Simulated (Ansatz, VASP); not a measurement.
**CdSe in VASP and in Ansatz**

The input INCAR:

```
PREC     = Accurate       # precision mode
ENCUT    = 520            # plane-wave cutoff, eV
EDIFF    = 1E-6           # SCF threshold, eV
ISMEAR   = 0              # smearing method
SIGMA    = 0.01           # smearing width, eV
LREAL    = F              # projectors in reciprocal space
LASPH    = T              # aspherical terms in the spheres
NELM     = 80             # most SCF steps
ALGO     = Normal         # electronic algorithm
ISIF     = 2              # what is computed and relaxed
LWAVE    = F              # write WAVECAR
LCHARG   = T              # write CHGCAR
GGA      = PS             # functional
LELF     = T              # ELF
LVHAR    = T            
NBANDS   = 26             # bands
```

File KPOINTS:

```
Automatic mesh
0
Gamma
  6 6 4
```

Contents of POSCAR:

```
CdSe
1.0
    4.3000000000      0.0000000000      0.0000000000
   -2.1500000000      3.7239090000      0.0000000000
    0.0000000000      0.0000000000      7.0200000000
Cd Se
2 2
Direct
    0.3333333333      0.6666666667      0.0000000000
    0.6666666667      0.3333333333      0.5000000000
    0.3333333333      0.6666666667      0.3850000000
    0.6666666667      0.3333333333      0.8850000000
```

Input for Ansatz:

```yaml
crystal:
  lattice:
    - [4.3, 0.0, 0.0]
    - [-2.15, 3.723909, 0.0]
    - [0.0, 0.0, 7.02]
  atoms:
    - { symbol: Cd, position: [0.33333333333333326, 0.6666666666666666, 0.0] }
    - { symbol: Cd, position: [0.6666666666666665, 0.3333333333333333, 0.5] }
    - { symbol: Se, position: [0.33333333333333326, 0.6666666666666666, 0.38500000000000006] }
    - { symbol: Se, position: [0.6666666666666665, 0.3333333333333333, 0.885] }
basis:
  ecutwfc: 489.804952427784
kpoints:
  mp_grid:
    grid: [6, 6, 4]
hamiltonian:
  xc: pbesol
scf:
  occupations:
    method: fixed
output:
  eigenvalues: true
```

Alike in both runs: task single point; functional PBEsol; k mesh 6 × 6 × 4; no spin polarisation.

|  | VASP | Ansatz |
| --- | --- | --- |
| version | VASP 6.6.1 | Ansatz 0.2.0 |
| potentials or method | VASP PAW PBE potentials, release 64 (Cd, Se), cutoff 520 eV | plane waves, PAW |
| occupations | gaussian, width 0.01 eV | fixed |
| valence electrons in the cell | 36 | 72 |

```csv
,VASP,Ansatz,Ansatz less VASP
gap on the k mesh at the Fermi level (eV),0.58,0.58,-0.001
```

VASP's potentials were made for PBE, not for PBEsol. VASP's potentials hold 36 valence electrons a cell and Ansatz's 72, so a difference there can come from the potentials and not from the codes.
